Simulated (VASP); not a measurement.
# Ir3F in VASP: notebook, part 2 of 2

VASP 6.6.1.

## (3) Single point, PBE

File INCAR:

```
SYSTEM = Ir3F
PREC     = Accurate       ! precision mode
ENCUT    = 520            ! plane-wave cutoff, eV
EDIFF    = 1E-6           ! SCF threshold, eV
ISMEAR   = 0              ! smearing method
SIGMA    = 0.1            ! smearing width, eV
LREAL    = .FALSE.        ! projectors in reciprocal space
LASPH    = .TRUE.         ! aspherical terms in the spheres
NELM     = 100            ! most SCF steps
ALGO     = Normal         ! electronic algorithm
ISIF     = 2              ! what is computed and relaxed
LWAVE    = .FALSE.        ! write WAVECAR
LCHARG   = .TRUE.         ! write CHGCAR
LDIPOL   = .TRUE.       
IDIPOL   = 3            
DIPOL    = 0.5 0.5 0.361
GGA      = PE             ! functional
LELF     = .TRUE.         ! ELF
LVHAR    = .TRUE.       
LVACPOTAV= .TRUE.       
NBANDS   = 25             ! bands
```

File KPOINTS:

```
Automatic mesh
0
G
  12 12 1
  0 0 0
```

File POSCAR:

```
Ir3F
1.0
    2.7367600872      0.0000000000      0.0000000000
   -1.3683800436      2.3701037596      0.0000000000
    0.0000000000      0.0000000000     19.8425800730
Ir F
3 1
Direct
    0.6666666666      0.3333333333      0.2015866881
    0.3333333334      0.6666666667      0.3110139949
    0.0000000000      0.0000000000      0.4204382718
    0.1666666667      0.3333333333      0.5108526948
```

Potentials or basis: VASP PAW PBE potentials, release 64 (Ir, F).

Started as:

```bash
$ cat potpaw_PBE.64/Ir/POTCAR potpaw_PBE.64/F/POTCAR > POTCAR
$ mpirun -np 1 vasp_std > vasp.out
```

OUTCAR:

```text
SYSTEM = Ir3F
   PREC = Accurate
   ENCUT = 520
   EDIFF = 1E-6
   ISMEAR = 0
   LREAL = .FALSE.
   LASPH = .TRUE.
   NELM = 100
   ISIF = 2
   GGA = PE

 ion  position               nearest neighbor table
   1  0.667  0.333  0.202-   2 2.69   2 2.69   2 2.69
   2  0.333  0.667  0.311-   3 2.69   3 2.69   3 2.69   1 2.69   1 2.69   1 2.69
   3  0.000  0.000  0.420-   4 1.96   2 2.69   2 2.69   2 2.69
   4  0.167  0.333  0.511-   3 1.96

  LATTYP: Found a hexagonal cell.
 ALAT       =     2.7367600872
[... 875 lines left out ...]
  --------------------------------------------------------------------------------------
  -------------------------------------------------------------------------------------
  Total       -0.4423768     -0.8332391      0.1627151      0.0000000     -0.2114721      0.0000000
  in kB       -5.5068173    -10.3723703      2.0255187      0.0000000     -2.6324578      0.0000000
  external PRESSURE =      -4.6178896 kB  Pullay stress =       0.0000000 kB

 VOLUME and BASIS-vectors are now :
 -----------------------------------------------------------------------------
  energy-cutoff  :      520.00
  volume of cell :      128.71
      direct lattice vectors                 reciprocal lattice vectors
     2.736760087  0.000000000  0.000000000     0.365395566  0.210961228  0.000000000
    -1.368380044  2.370103760  0.000000000     0.000000000  0.421922456  0.000000000
     0.000000000  0.000000000 19.842580073     0.000000000  0.000000000  0.050396672

 POSITION                                       TOTAL-FORCE (eV/Angst)
 -----------------------------------------------------------------------------------
      1.36838      0.79003      4.00000         0.000000     -0.172149     -0.295976
      0.00000      1.58007      6.17132         0.000000     -0.116888      0.626324
      0.00000      0.00000      8.34258        -0.000000      0.965248     -0.497572
      0.00000      0.79003     10.13664        -0.000000     -0.676211      0.167224
 -----------------------------------------------------------------------------------
    total drift:                               -0.000001      0.000112      0.002863

  FREE ENERGIE OF THE ION-ELECTRON SYSTEM (eV)
  ---------------------------------------------------
  free  energy   TOTEN  =       -28.3624480112 eV

  energy  without entropy=      -28.3438133479  energy(sigma->0) =      -28.35313068

 vacuum level on the upper side and lower side of the slab         7.763         4.469
```

OSZICAR:

```text
N       E                     dE             d eps       ncg     rms          rms(c)
[... 18 lines left out ...]
DAV:  19    -0.283630690073E+02    0.28244E-03   -0.28751E-03  2438   0.474E-01    0.148E-01
DAV:  20    -0.283628255365E+02    0.24347E-03   -0.20862E-03  2964   0.360E-01    0.138E-01
DAV:  21    -0.283626567608E+02    0.16878E-03   -0.44866E-04  2314   0.151E-01    0.109E-01
DAV:  22    -0.283625226071E+02    0.13415E-03   -0.16740E-04  3259   0.163E-01    0.628E-02
DAV:  23    -0.283624851360E+02    0.37471E-04   -0.10168E-04  2379   0.731E-02    0.493E-02
DAV:  24    -0.283624739323E+02    0.11204E-04   -0.98291E-05  2965   0.752E-02    0.340E-02
DAV:  25    -0.283624474605E+02    0.26472E-04   -0.32991E-05  2898   0.796E-02    0.157E-02
DAV:  26    -0.283624480112E+02   -0.55074E-06   -0.66971E-06  2438   0.171E-02
   1 F= -.28362448E+02 E0= -.28353131E+02  d E =-.186347E-01
```

It took 5.5 min on 1 thread of Intel Xeon 8259CL, shared host; peak memory 0.31 GiB.

Results:

```
Free energy            : -28.3624 eV
Largest force          : 1.086 eV/Å
Band gap on the k mesh : zero (bands 17 and 18 overlap by 2.13 eV)
```

Forces on the atoms (eV/Å):
```
Ir   0.000 -0.172 -0.296
Ir   0.000 -0.117  0.626
Ir   0.000  0.965 -0.498
F    0.000 -0.676  0.167
```

Caveat: spin-orbit coupling is left out, which moves the levels of the heavy elements.

## (4) Single point, PBE

File INCAR:

```
ALGO = Normal
DIPOL = 0.5 0.5 0.361
EDIFF = 1E-7
ENCUT = 520
GGA = PE
IDIPOL = 3
ISIF = 2
ISMEAR = 0
LASPH = T
LCHARG = F
LDIPOL = T
LREAL = F
LWAVE = F
NBANDS = 25
NELM = 60
PREC = Accurate
SIGMA = 0.1
```

File KPOINTS:

```
k-points
0
Gamma
  12 12 1
```

File POSCAR:

```
Ir3F
1.0
    2.7367600872      0.0000000000      0.0000000000
   -1.3683800436      2.3701037596      0.0000000000
    0.0000000000      0.0000000000     19.8425800730
Ir F
3 1
Direct
    0.6666666667      0.3333333334      0.2015866881
    0.3333333333      0.6666666667      0.3110139949
    0.0000000000      0.0000000000      0.4204382718
    0.3333333333      0.1666666666      0.5109631829
```

Started as:

```bash
$ cat potpaw_PBE.64/Ir/POTCAR potpaw_PBE.64/F/POTCAR > POTCAR
$ mpirun -np 1 vasp_std > vasp.out
```

Run time: 5.4 min. Hardware: 1 thread of Intel Xeon 8259CL, shared host; peak memory 0.31 GiB.

Results (log left out):

```yaml
Free_energy: -28.3626 eV
Largest_force: 0.981 eV/Å
Band_gap_on_the_k_mesh: zero (bands 17 and 18 overlap by 2.18 eV)
```

Forces on the atoms (eV/Å):
```
Ir  -0.206 -0.119 -0.266
Ir  -0.008 -0.005  0.607
Ir   0.728  0.420 -0.507
F   -0.514 -0.297  0.166
```

Levels at points of the mesh, in eV from the Fermi level:
```
           k point  band 13  band 14  band 15  band 16  band 17  band 18  band 19  band 20
(0.00, 0.00, 0.00)    -2.86    -2.10    -1.70    -1.20    -1.02    -0.63    -0.37    -0.13
(0.50, 0.00, 0.00)    -0.95    -0.39     0.54     0.80     0.82     1.20     1.51     2.24
(0.00, 0.50, 0.00)    -1.19    -0.58     0.37     0.76     1.08     1.34     1.52     1.58
```

Caveat: spin-orbit coupling is left out, which moves the levels of the heavy elements.

## (5) Overview

```csv
cell,gap on the mesh (eV),largest force (eV/Å)
"a = 2.737, b = 2.737, c = 19.843 Å, angles 90.0, 90.0, 120.0°, 4 atoms, atomic positions A",none,0.78
"a = 2.737, b = 2.737, c = 19.843 Å, angles 90.0, 90.0, 120.0°, 4 atoms, atomic positions B",none,1.09
"a = 2.737, b = 2.737, c = 19.843 Å, angles 90.0, 90.0, 120.0°, 4 atoms, atomic positions C",none,0.98
```

Alike in all rows: task single point; level PBE; potentials or basis VASP PAW PBE potentials, release 64 (Ir, F); no spin polarisation; k mesh 12 × 12 × 1; cutoff (eV) 520; smearing gaussian 0.1 eV.

Caveats: spin-orbit coupling is left out, which moves the levels of the heavy elements.

Absolute energies hang on the potentials; compare differences alone.
